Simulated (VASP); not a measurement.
# Pt (Fm-3m) in VASP: further runs

The runs below take Pt through single point, relaxation of cell and atoms, with r2SCAN.

Program: VASP 6.6.1. These are calculated values, not measurements. Logs are shortened: lines on timing, memory, paths and dates and some standing lists are left out, and cuts for length are marked.

## 1. The cell of the first run

Symmetry: Fm-3m, No. 225, cubic system. Conventional cell: a = 3.940 Å, b = 3.940 Å, c = 3.940 Å, α = 90.00°, β = 90.00°, γ = 90.00°. Pt (site symmetry m-3m) has 12 Pt at 2.79 Å within 3.7 Å.

## 2. Single point, r2SCAN

POSCAR reads:

```
Pt
1.0
    0.0000000000      1.9702320087      1.9702320087
    1.9702320087      0.0000000000      1.9702320087
    1.9702320087      1.9702320087      0.0000000000
Pt
1
Direct
    0.0000000000      0.0000000000      0.0000000000
```

INCAR.step1 reads:

```
SYSTEM = Pt
PREC = Accurate
ENCUT = 550
ISMEAR = -1
SIGMA = 0.05
LREAL = .False.
LASPH = .True.
NELM = 120
NBANDS = 11
GGA = PE
ALGO = Normal
EDIFF = 1E-5
LWAVE = .True.
LCHARG = .False.
GGA_COMPAT = .False.
```

INCAR.step2 reads:

```
SYSTEM = Pt
PREC = Accurate
ENCUT = 550
EDIFF = 1E-6
ISMEAR = -1
SIGMA = 0.05
LREAL = .False.
LASPH = .True.
NELM = 120
ALGO = Normal
ISIF = 2
LWAVE = .False.
LCHARG = .True.
METAGGA = R2SCAN
LMIXTAU = .True.
LELF = .True.
LVHAR = .True.
NBANDS = 11
ISTART = 1
GGA_COMPAT = .False.
```

KPOINTS reads:

```
regular mesh
0
Gamma
  18 18 18
  0 0 0
```

Potentials or basis: VASP PAW PBE potentials, release 64 (Pt).

Run with:

```
> cat potpaw_PBE.64/Pt/POTCAR > POTCAR
> cp INCAR.step1 INCAR
> mpirun -np 1 vasp_std > vasp.out
> cp INCAR.step2 INCAR
> mpirun -np 1 vasp_std > vasp.out
```

OUTCAR:

```text
SYSTEM = Pt
   PREC = Accurate
   ENCUT = 550
   EDIFF = 1E-6
   ISMEAR = -1
   LREAL = .False.
   LASPH = .True.
   NELM = 120
   ISIF = 2
   METAGGA = R2SCAN
   ISTART = 1

 ion  position               nearest neighbor table
   1  0.000  0.000  0.000-

  LATTYP: Found a face centered cubic cell.
 ALAT       =     3.9404640174

  Lattice vectors:

 A1 = (   0.0000000000,   1.9702320087,   1.9702320087)
 A2 = (   1.9702320087,   0.0000000000,   1.9702320087)
 A3 = (   1.9702320087,   1.9702320087,   0.0000000000)

Analysis of symmetry for initial positions (statically):
=====================================================================
 Subroutine PRICEL returns:
 Original cell was already a primitive cell.

 Routine SETGRP: Setting up the symmetry group for a
 face centered cubic supercell.

 Subroutine GETGRP returns: Found 48 space group operations
 (whereof 48 operations were pure point group operations)
 out of a pool of 48 trial point group operations.

The static configuration has the point symmetry O_h .

Analysis of symmetry for dynamics (positions and initial velocities):
=====================================================================
 Subroutine PRICEL returns:
 Original cell was already a primitive cell.

 Routine SETGRP: Setting up the symmetry group for a
 face centered cubic supercell.

 Subroutine GETGRP returns: Found 48 space group operations
 (whereof 48 operations were pure point group operations)
 out of a pool of 48 trial point group operations.

The dynamic configuration has the point symmetry O_h .

 Subroutine INISYM returns: Found 48 space group operations
 (whereof 48 operations are pure point group operations),
 and found     1 'primitive' translations

----------------------------------------------------------------------------------------

                                     Primitive cell

  volume of cell :      15.2961

  direct lattice vectors                    reciprocal lattice vectors
     0.000000000  1.970232009  1.970232009    -0.253777219  0.253777219  0.253777219
     1.970232009  0.000000000  1.970232009     0.253777219 -0.253777219  0.253777219
     1.970232009  1.970232009  0.000000000     0.253777219  0.253777219 -0.253777219

  length of vectors
     2.786328828  2.786328828  2.786328828     0.439555037  0.439555037  0.439555037

  position of ions in fractional coordinates (direct lattice)
     0.000000000  0.000000000  0.000000000

  ion indices of the primitive-cell ions
   primitive index   ion index
                 1           1

[... 77 lines left out ...]
   ISIF   =      2    stress and relaxation
   ISYM   =      2    0-nonsym 1-usesym 2-fastsym
   POTIM  = 0.5000    time-step for ionic-motion
   TEBEG  =    0.0;   TEEND  =   0.0 temperature during run
   PSTRESS=    0.0 pullay stress
   NELECT =      10.0000    total number of electrons
   NUPDOWN=      -1.0000    fix difference up-down
   EMIN   =  10.00;   EMAX   =-10.00  energy-range for DOS
   EFERMI =   0.00;   METHOD = LEGACY
   ISMEAR =    -1;   SIGMA  =   0.05  broadening in eV -4-tet -1-fermi 0-gaus
   EFERMI_NEDOS =   21; number of points for ismear=-14 and -15
   IALGO  =     38    algorithm
   IMIX   =      4    mixing-type and parameters
     AMIX     =   0.40;   BMIX     =  1.00
     AMIX_MAG =   1.60;   BMIX_MAG =  1.00
  volume/ion in A,a.u.               =      15.30       103.22
  Fermi-wavevector in a.u.,A,eV,Ry     =   1.420847  2.685012 27.467544  2.018808
  Thomas-Fermi vector in A             =   2.541720
   LORBIT       =      0    0 simple, 1 ext, 2 COOP (PROOUT), +10 PAW based schemes
   METAGGA = R2SCAN    functional components
   LHFCALC =     F    Hartree Fock is set to
   AEXX    =    0.0000 exact exchange contribution
   IVDW    =     0    specifies the selected vdW correction
   LEPSILON=     F    determine dielectric tensor
   LRPA    =     F    only Hartree local field effects (RPA)
 non-spin polarized calculation
  energy-cutoff  :      550.00
  volume of cell :       15.30
 maximum number of plane-waves:       464
 NGX is ok and might be reduce to    24
   NGX = 11   NGY = 11   NGZ = 11

 number of electron      10.0000001 magnetization

 Free energy of the ion-electron system (eV)
  ---------------------------------------------------
  ext. energy  EPLUGINS =         0.00000000
  ---------------------------------------------------
  free energy    TOTEN  =       -51.50439950 eV

  energy without entropy =      -51.48824339  energy(sigma->0) =      -51.49632145

 E-fermi :  10.7463     XC(G=0): -14.5356

 val. band max:       10.7435691117   @ k =   0.4444   0.1111   0.0000
 cond. band min:      10.7466422328   @ k =  -0.2778   0.3889   0.1667
 fundamental gap:      0.0030731212
 Fermi energy:        10.7463243305

 k-point     1 :       0.0000    0.0000    0.0000
  band No.  band energies     occupation
      1       0.4126      2.00000
      2       6.9169      2.00000
      3       6.9169      2.00000
      4       6.9169      2.00000
      5       9.0311      2.00000
      6       9.0311      2.00000
      7      26.2658      0.00000
      8      31.3536      0.00000
      9      31.3536      0.00000
     10      31.3536      0.00000
     11      37.1751      0.00000
[... 309 lines left out ...]
 k-point    24 :      -0.2222    0.0556    0.0000
  band No.  band energies     occupation
      1       2.5057      2.00000
      2       6.4374      2.00000
      3       7.3028      2.00000
      4       7.3689      2.00000
      5       8.8641      2.00000
      6       9.5530      2.00000
      7      25.1427      0.00000
      8      28.1555      0.00000
      9      32.6753      0.00000
     10      34.2943      0.00000
     11      35.5011      0.00000

 [... further k-points ...]

------------------------ aborting loop because EDIFF is reached ----------------------------------------

  FORCE on cell =-STRESS in cart. coord.  units (eV):
  Direction    XX          YY          ZZ          XY          YZ          ZX
  --------------------------------------------------------------------------------------
  -------------------------------------------------------------------------------------
  Total        0.0674028      0.0674028      0.0674028     -0.0000000      0.0000000      0.0000000
  in kB        7.0600284      7.0600284      7.0600284     -0.0000000      0.0000000      0.0000000
  external PRESSURE =       7.0600284 kB  Pullay stress =       0.0000000 kB

 VOLUME and BASIS-vectors are now :
 -----------------------------------------------------------------------------
  energy-cutoff  :      550.00
  volume of cell :       15.30
      direct lattice vectors                 reciprocal lattice vectors
     0.000000000  1.970232009  1.970232009    -0.253777219  0.253777219  0.253777219
     1.970232009  0.000000000  1.970232009     0.253777219 -0.253777219  0.253777219
     1.970232009  1.970232009  0.000000000     0.253777219  0.253777219 -0.253777219

 POSITION                                       TOTAL-FORCE (eV/Angst)
 -----------------------------------------------------------------------------------
      0.00000      0.00000      0.00000         0.000000      0.000000      0.000000
 -----------------------------------------------------------------------------------
    total drift:                               -0.000000      0.000000     -0.000000

  FREE ENERGIE OF THE ION-ELECTRON SYSTEM (eV)
  ---------------------------------------------------
  free  energy   TOTEN  =       -51.5043994970 eV

  energy  without entropy=      -51.4882433942  energy(sigma->0) =      -51.49632145
```

OUTCAR.step1:

```text
SYSTEM = Pt
   PREC = Accurate
   ENCUT = 550
   ISMEAR = -1
   LREAL = .False.
   LASPH = .True.
[... 553 lines left out ...]
 -----------------------------------------------------------------------------------
      0.00000      0.00000      0.00000         0.000000     -0.000000      0.000000
 -----------------------------------------------------------------------------------
    total drift:                               -0.000000     -0.000000      0.000000

  FREE ENERGIE OF THE ION-ELECTRON SYSTEM (eV)
  ---------------------------------------------------
  free  energy   TOTEN  =        -6.0979323644 eV

  energy  without entropy=       -6.0809751254  energy(sigma->0) =       -6.08945374
```

OSZICAR.step1:

```text
N       E                     dE             d eps       ncg     rms          rms(c)
DAV:   1     0.414018502965E+02    0.41402E+02   -0.55138E+03  4346   0.883E+02
DAV:   2    -0.586363956156E+01   -0.47265E+02   -0.45603E+02  4877   0.181E+02
DAV:   3    -0.647559094245E+01   -0.61195E+00   -0.60710E+00  4990   0.197E+01
DAV:   4    -0.647796354503E+01   -0.23726E-02   -0.23724E-02  4932   0.144E+00
DAV:   5    -0.647798279610E+01   -0.19251E-04   -0.19251E-04  5010   0.121E-01    0.124E+01
DAV:   6    -0.613869682870E+01    0.33929E+00   -0.78307E-01  4650   0.703E+00    0.656E+00
DAV:   7    -0.610136119345E+01    0.37336E-01   -0.14025E-01  4941   0.290E+00    0.251E+00
DAV:   8    -0.609816180990E+01    0.31994E-02   -0.63831E-03  4677   0.686E-01    0.580E-01
DAV:   9    -0.609792944670E+01    0.23236E-03   -0.22626E-04  4782   0.130E-01    0.470E-02
DAV:  10    -0.609793236440E+01   -0.29177E-05   -0.48823E-06  2950   0.174E-02
   1 F= -.60979324E+01 E0= -.60894537E+01  d E =-.169572E-01
```

Wall time 2.1 min (1 thread of AMD EPYC 7R13 (Zen 3), shared host); peak memory 0.14 GiB.

Results:

| Quantity | Value |
| --- | --- |
| Free energy | -51.5044 eV |
| Pressure | 0.7 GPa |
| Band gap on the k mesh | zero (bands 5 and 6 overlap by 2.32 eV) |

Caveat: the PAW data sets were made with another functional, which shifts forces and pressure a little; spin-orbit coupling is left out, which moves the levels of the heavy elements.

## 3. Relaxation of cell and atoms, r2SCAN

This run uses another cell than the first one, of 15.06 Å³/atom.

POSCAR reads:

```
Pt
1.0
    0.0000000000      1.9600000000      1.9600000000
    1.9600000000      0.0000000000      1.9600000000
    1.9600000000      1.9600000000      0.0000000000
Pt
1
Direct
    0.0000000000      0.0000000000      0.0000000000
```

INCAR.step1 reads:

```
SYSTEM = Pt
ALGO = Normal
EDIFF = 1E-5
EDIFFG = -0.005
ENCUT = 550
GGA = PE
GGA_COMPAT = .False.
IBRION = 2
ISIF = 3
ISMEAR = -1
LASPH = .True.
LCHARG = .False.
LREAL = .False.
LWAVE = .True.
NELM = 120
NELMIN = 4
NSW = 100
PREC = Accurate
SIGMA = 0.05
```

INCAR.step2 reads:

```
SYSTEM = Pt
ALGO = Normal
EDIFF = 1E-7
EDIFFG = -0.01
ENCUT = 550
GGA_COMPAT = .False.
IBRION = 2
ISIF = 3
ISMEAR = -1
ISTART = 1
LASPH = .True.
LCHARG = .False.
LMIXTAU = .True.
LREAL = .False.
LWAVE = .False.
METAGGA = R2SCAN
NELM = 120
NELMIN = 4
NSW = 60
PREC = Accurate
SIGMA = 0.05
```

KPOINTS reads:

```
k-points
0
Gamma
  18 18 18
  0 0 0
```

Potentials or basis: VASP PAW PBE potentials, release 64 (Pt).

Run with:

```
> cat potpaw_PBE.64/Pt/POTCAR > POTCAR
> cp INCAR.step1 INCAR
> mpirun -np 1 vasp_std > vasp.out
> cp INCAR.step2 INCAR
> mpirun -np 1 vasp_std > vasp.out
```

Wall time 6.1 min (1 thread of AMD EPYC 7R13 (Zen 3), shared host); peak memory 0.15 GiB.

The run converged. Its results:

* Free energy: -51.5044 eV
* Relaxed volume: 15.34 Å³/atom
* Relaxed cell: a = 2.789 Å, b = 2.789 Å, c = 2.789 Å, α = 60.00°, β = 60.00°, γ = 60.00°
* Space group after relaxing (to 0.1 Å): Fm-3m (No. 225)
* Energy gained by relaxing: 4.3 meV/atom
* Ionic steps: 3
* Pressure after relaxing: -0.1 GPa
* Band gap on the k mesh: zero (bands 5 and 6 overlap by 2.31 eV)

Step by step:
| step | energy change (eV) | largest force (eV/Å) | pressure (GPa) | volume (Å³) |
| --- | --- | --- | --- | --- |
| 1 | 0.0000 | 0.0000 | 5.19 | 15.06 |
| 2 | 0.0285 | 0.0000 | -12.19 | 16.15 |
| 3 | -0.0043 | 0.0000 | -0.07 | 15.34 |

Final structure:
```cif
data_structure
_symmetry_space_group_name_H-M 'P 1'
_symmetry_Int_Tables_number 1
_cell_length_a 2.7889
_cell_length_b 2.7889
_cell_length_c 2.7889
_cell_angle_alpha 60.000
_cell_angle_beta 60.000
_cell_angle_gamma 60.000
_cell_volume 15.34
loop_
_atom_site_label
_atom_site_type_symbol
_atom_site_fract_x
_atom_site_fract_y
_atom_site_fract_z
_atom_site_occupancy
Pt1 Pt 0.00000 0.00000 0.00000 1
```

Levels at points of the mesh, in eV from the Fermi level:
```
           k point  band 1  band 2  band 3  band 4  band 5  band 6  band 7  band 8  band 9
(0.00, 0.00, 0.00)  -10.30   -3.81   -3.81   -3.81   -1.71   -1.71   15.53   20.60   20.60
(0.50, 0.00, 0.00)   -7.40   -3.91   -3.91   -0.23    0.02    0.02    6.02   15.17   19.83
(0.50, 0.50, 0.00)   -7.11   -6.68   -0.06    0.50    0.50    1.98    9.15   11.97   11.97
```

Caveat: the PAW data sets were made with another functional, which shifts forces and pressure a little; spin-orbit coupling is left out, which moves the levels of the heavy elements.
